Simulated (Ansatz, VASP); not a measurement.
# SnTe2 in VASP and in Ansatz

```xyz
6
Lattice="6.9586 0.0000 0.0000 0.0000 6.9586 0.0000 0.0000 0.0000 4.4179" Properties=species:S:1:pos:R:3 pbc="T T T"
Sn    0.0000    0.0000    0.0000
Sn    3.4793    3.4793    2.2090
Te    2.1039    2.1039    0.0000
Te    1.3753    5.5832    2.2090
Te    5.5832    1.3753    2.2090
Te    4.8546    4.8546    0.0000
```

Alike in both runs: task single point; functional PBEsol; k mesh 4 × 4 × 4; occupations fermi-dirac, width 0.02 eV; no spin polarisation.

|  | VASP | Ansatz |
| --- | --- | --- |
| version | VASP 6.6.1 | Ansatz 0.2.0 |
| potentials or method | VASP PAW PBE potentials, release 64 (Sn_d, Te) | plane waves |
| plane-wave cutoff (eV) | 520 | 420 |
| valence electrons in the cell | 52 | 92 |

```tsv
	VASP	Ansatz	Ansatz less VASP
pressure (GPa)	-0.8	-0.8	-0.02
traceless stress, the component that is largest in VASP (GPa)	-0.05	-0.07	-0.019
rms of the force components (eV/Å)	0.057	0.055	-0.0018
```

VASP's potentials were made for PBE, not for PBEsol. Atom by atom the forces differ by 0.002 eV/Å (rms over components). The functional is the same, so the differences come from potentials, cutoffs and numerics. VASP's potentials hold 52 valence electrons a cell and Ansatz's 92, so a difference there can come from the potentials and not from the codes.

Spin-orbit coupling is off throughout.
